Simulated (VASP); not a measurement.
# Ag: single point with PBE

Crystal: Ag.

```
Ag
1.0
     2.93682    0.00000    0.00000
    -1.46841    2.54336    0.00000
     0.00000    0.00000    9.85042
Ag
4
Direct
  0.33333 0.66667 0.25000
  0.66667 0.33333 0.75000
  0.00000 0.00000 0.00000
  0.00000 0.00000 0.50000
```

This cell differs from its parent crystal: strain +0.000 along x and y, +0.030 along z.

* Program: VASP 6.6.1
* Task: single point
* Functional: PBE
* Potentials or basis: VASP PAW PBE potentials, release 64 (Ag)
* Cutoff: 520 eV
* k mesh: 18 × 18 × 6
* Occupations: gaussian, width 0.15 eV
* Spin: no spin polarisation
* Dipole correction: no
* Further INCAR settings: ALGO = Fast; EDIFF = 1e-06; NBANDS = 30

```yaml
Pressure: -2.4 GPa
Band_gap_on_the_k_mesh: zero (bands 22 and 23 overlap by 6.49 eV)
```

Stress tensor (GPa, compression positive):
```
-1.71  0.00  0.00
 0.00 -1.71  0.00
 0.00  0.00 -3.65
```

Levels at points of the mesh, in eV from the Fermi level:
```
           k point  band 19  band 20  band 21  band 22  band 23  band 24  band 25  band 26
(0.00, 0.00, 0.00)    -3.48    -3.33    -3.33    -3.00    -3.00    -0.37     2.87    10.03
(0.50, 0.00, 0.00)    -2.80    -2.78     0.02     0.88     1.03     1.56     4.00     4.06
(0.00, 0.00, 0.50)    -3.13    -3.13    -3.13    -3.13    -2.37    -2.37     5.64     5.64
(0.50, 0.00, 0.50)    -2.79    -2.79     0.37     0.37     1.42     1.42     4.43     4.43
```

Wall time 6.3 min on 1 thread of Intel Xeon 8259CL, with other jobs on the host, peak memory 0.37 GiB.

Caveat: the cell differs from its parent crystal (strain +0.000 along x and y, +0.030 along z).
